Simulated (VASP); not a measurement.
# InSb (Pmmn) in VASP: density of states with PBE

Aim: the density of states of InSb with PBE.

Program: VASP 6.6.1. These are calculated values, not measurements. Logs are shortened: lines on timing, memory, paths and dates and some standing lists are left out, and cuts for length are marked.

### Step 1. The cell of the first run

It takes space group Pmmn (No. 59, orthorhombic). The conventional cell has a = 5.423 Å, b = 5.782 Å, c = 3.101 Å, α = 90.00°, β = 90.00°, γ = 90.00°. Sb (site symmetry mm2) has 4 In at 2.76 to 2.94 Å and 2 Sb at 3.10 Å within 3.6 Å. Within 3.6 Å of In (site symmetry mm2) lie 4 Sb at 2.76 to 2.94 Å and 2 In at 3.10 Å.

### Step 2. Density of states, PBE

The input, POSCAR:

```
InSb
1.0
    5.7822810000      0.0000000000      0.0000000000
    0.0000000000      5.4229130000      0.0000000000
    0.0000000000      0.0000000000      3.1006870000
Sb In
2 2
Direct
    0.0000000000      0.5000000000      0.1650000000
    0.5000000000      0.0000000000      0.8350000000
    0.0000000000      0.0000000000      0.0000000000
    0.5000000000      0.5000000000      0.0000000000
```

The input, INCAR.step1:

```
  PREC = Accurate
  ENCUT = 520
  EDIFF = 1E-6
  ISMEAR = -1
  SIGMA = 0.1
  LREAL = False
  LASPH = True
  NELM = 100
  ALGO = Normal
  ISIF = 2
  LWAVE = False
  LCHARG = True
  GGA = PE
  NBANDS = 26
```

The input, KPOINTS.step1:

```
regular mesh
0
Gamma
  6 6 11
```

The input, INCAR.step2:

```
  PREC = Accurate
  ENCUT = 520
  EDIFF = 1E-6
  ISMEAR = -5
  SIGMA = 0.1
  LREAL = False
  LASPH = True
  NELM = 100
  ALGO = Normal
  ISIF = 2
  LWAVE = False
  LCHARG = False
  GGA = PE
  LORBIT = 11
  NEDOS = 1001
  ICHARG = 11
```

The input, KPOINTS.step2:

```
regular mesh
0
Gamma
  9 9 17
```

Potentials or basis: VASP PAW PBE potentials, release 64 (Sb, In_d).

On the command line:

```console
$ cat potpaw_PBE.64/Sb/POTCAR potpaw_PBE.64/In_d/POTCAR > POTCAR
$ cp INCAR.step1 INCAR
$ cp KPOINTS.step1 KPOINTS
$ mpirun -np 1 vasp_std > vasp.out
$ cp INCAR.step2 INCAR
$ cp KPOINTS.step2 KPOINTS
$ mpirun -np 1 vasp_std > vasp.out
```

OUTCAR:

```text
PREC = Accurate
   ENCUT = 520
   EDIFF = 1E-6
   ISMEAR = -5
   LREAL = False
   LASPH = True
   NELM = 100
   ISIF = 2
   GGA = PE
   LORBIT = 11
   ICHARG = 11

 ion  position               nearest neighbor table
   1  0.000  0.500  0.165-   3 2.76   3 2.76   4 2.94   4 2.94   3 3.75   3 3.75   4 3.88   4 3.88

   2  0.500  0.000  0.835-   4 2.76   4 2.76   3 2.94   3 2.94   4 3.75   4 3.75   3 3.88   3 3.88

   3  0.000  0.000  0.000-   1 2.76   1 2.76   2 2.94   2 2.94   1 3.75   1 3.75   2 3.88   2 3.88
                             4 3.96   4 3.96   4 3.96   4 3.96
   4  0.500  0.500  0.000-   2 2.76   2 2.76   1 2.94   1 2.94   2 3.75   2 3.75   1 3.88   1 3.88
                             3 3.96   3 3.96   3 3.96   3 3.96

  LATTYP: Found a simple orthorhombic cell.
 ALAT       =     3.1006870000
 B/A-ratio  =     1.7489391867
 C/A-ratio  =     1.8648386632

  Lattice vectors:

 A1 = (   0.0000000000,   0.0000000000,  -3.1006870000)
 A2 = (   0.0000000000,   5.4229130000,   0.0000000000)
 A3 = (   5.7822810000,   0.0000000000,   0.0000000000)

Analysis of symmetry for initial positions (statically):
=====================================================================
 Subroutine PRICEL returns:
 Original cell was already a primitive cell.

 Routine SETGRP: Setting up the symmetry group for a
 simple orthorhombic supercell.

 Subroutine GETGRP returns: Found  8 space group operations
 (whereof  4 operations were pure point group operations)
 out of a pool of  8 trial point group operations.

The static configuration has the point symmetry C_2v.
 The point group associated with its full space group is D_2h.

Analysis of symmetry for dynamics (positions and initial velocities):
=====================================================================
 Subroutine PRICEL returns:
 Original cell was already a primitive cell.

 Routine SETGRP: Setting up the symmetry group for a
 simple orthorhombic supercell.

 Subroutine GETGRP returns: Found  8 space group operations
 (whereof  4 operations were pure point group operations)
 out of a pool of  8 trial point group operations.

The dynamic configuration has the point symmetry C_2v.
 The point group associated with its full space group is D_2h.

 Subroutine INISYM returns: Found  8 space group operations
 (whereof  4 operations are pure point group operations),
 and found     1 'primitive' translations

----------------------------------------------------------------------------------------

                                     Primitive cell

  volume of cell :      97.2276
[... 106 lines left out ...]
   NELECT =      36.0000    total number of electrons
   NUPDOWN=      -1.0000    fix difference up-down
   EMIN   =  10.00;   EMAX   =-10.00  energy-range for DOS
   EFERMI =   0.00;   METHOD = LEGACY
   ISMEAR =    -5;   SIGMA  =   0.10  broadening in eV -4-tet -1-fermi 0-gaus
   EFERMI_NEDOS =   21; number of points for ismear=-14 and -15
   IALGO  =     38    algorithm
   IMIX   =      4    mixing-type and parameters
     AMIX     =   0.40;   BMIX     =  1.00
     AMIX_MAG =   1.60;   BMIX_MAG =  1.00
  volume/ion in A,a.u.               =      24.31       164.03
  Fermi-wavevector in a.u.,A,eV,Ry     =   1.175563  2.221491 18.802535  1.381947
  Thomas-Fermi vector in A             =   2.311941
   LORBIT       =     11    0 simple, 1 ext, 2 COOP (PROOUT), +10 PAW based schemes
   GGA     = PE    functional components
   LHFCALC =     F    Hartree Fock is set to
   AEXX    =    0.0000 exact exchange contribution
   IVDW    =     0    specifies the selected vdW correction
   LEPSILON=     F    determine dielectric tensor
   LRPA    =     F    only Hartree local field effects (RPA)
 non-spin polarized calculation
 Fermi weights with tetrahedron method with Bloechl corrections
  energy-cutoff  :      520.00
  volume of cell :       97.23
 maximum number of plane-waves:      2639
 NGX is ok and might be reduce to    48

 number of electron      35.9999983 magnetization

 Free energy of the ion-electron system (eV)
  ---------------------------------------------------
  ext. energy  EPLUGINS =         0.00000000
  ---------------------------------------------------
  free energy    TOTEN  =       -12.45819758 eV

  energy without entropy =      -12.45819758  energy(sigma->0) =      -12.45819758

 E-fermi :   9.0808     XC(G=0): -10.5394

 val. band max:        9.0979522691   @ k =   0.4444   0.3333   0.0588
 cond. band min:       8.9757086903   @ k =   0.3333   0.2222   0.2353
 fundamental gap:     -0.1222435787
 Fermi energy:         9.0807640815

 k-point     1 :       0.0000    0.0000    0.0000
  band No.  band energies     occupation
      1      -6.1475      2.00000
      2      -6.1425      2.00000
      3      -6.0255      2.00000
      4      -5.8302      2.00000
      5      -5.8208      2.00000
      6      -5.6888      2.00000
[... 589 lines left out ...]
     21      12.5393      0.00000
     22      13.4746      0.00000

 [... further k-points ...]

------------------------ aborting loop because EDIFF is reached ----------------------------------------

  FORCE on cell =-STRESS in cart. coord.  units (eV):
  Direction    XX          YY          ZZ          XY          YZ          ZX
  --------------------------------------------------------------------------------------
  -------------------------------------------------------------------------------------
  Total        5.8608521     14.0196614      4.0617360      0.0000000      0.0000000      0.0000000
  in kB       96.5787516    231.0246654     66.9318017      0.0000000      0.0000000      0.0000000
  external PRESSURE =     131.5117396 kB  Pullay stress =       0.0000000 kB

 VOLUME and BASIS-vectors are now :
 -----------------------------------------------------------------------------
  energy-cutoff  :      520.00
  volume of cell :       97.23
      direct lattice vectors                 reciprocal lattice vectors
     5.782281000  0.000000000  0.000000000     0.172942131  0.000000000  0.000000000
     0.000000000  5.422913000  0.000000000     0.000000000  0.184402737  0.000000000
     0.000000000  0.000000000  3.100687000     0.000000000  0.000000000  0.322509173

 POSITION                                       TOTAL-FORCE (eV/Angst)
 -----------------------------------------------------------------------------------
      0.00000      2.71146      0.51161         0.000000      0.000000      0.661249
      2.89114      0.00000      2.58907         0.000000      0.000000     -0.661249
      0.00000      0.00000      0.00000         0.000000      0.000000     -0.244279
      2.89114      2.71146      0.00000         0.000000      0.000000      0.244279
 -----------------------------------------------------------------------------------
    total drift:                                0.000000     -0.000000      0.000000

  FREE ENERGIE OF THE ION-ELECTRON SYSTEM (eV)
  ---------------------------------------------------
  free  energy   TOTEN  =       -12.4581975816 eV

  energy  without entropy=      -12.4581975816  energy(sigma->0) =      -12.45819758

 total charge

# of ion       s       p       d       tot
------------------------------------------
    1        1.184   1.260   0.045   2.489
    2        1.184   1.260   0.045   2.489
    3        0.944   0.688   9.875  11.508
    4        0.944   0.688   9.875  11.508
--------------------------------------------------
tot          4.257   3.897  19.840  27.994
```

OUTCAR.step1:

```text
PREC = Accurate
   ENCUT = 520
   EDIFF = 1E-6
   ISMEAR = -1
   LREAL = False
   LASPH = True
[... 932 lines left out ...]
      2.89114      0.00000      2.58907         0.000000      0.000000     -0.654636
      0.00000      0.00000      0.00000         0.000000      0.000000     -0.246921
      2.89114      2.71146      0.00000         0.000000      0.000000      0.246921
 -----------------------------------------------------------------------------------
    total drift:                                0.000000     -0.000000      0.000000

  FREE ENERGIE OF THE ION-ELECTRON SYSTEM (eV)
  ---------------------------------------------------
  free  energy   TOTEN  =       -12.4934230330 eV

  energy  without entropy=      -12.4457276123  energy(sigma->0) =      -12.46957532
```

It took 8.2 min on 1 thread of Oxide Virtual Turin-like, shared host; peak memory 0.49 GiB.

What came out:

- Valence electrons inside the program's atomic spheres: Sb 2.49; In 11.51

Caveat: spin-orbit coupling is left out, which moves the levels of the heavy elements; tetrahedron occupations give inexact forces and stress in metals.
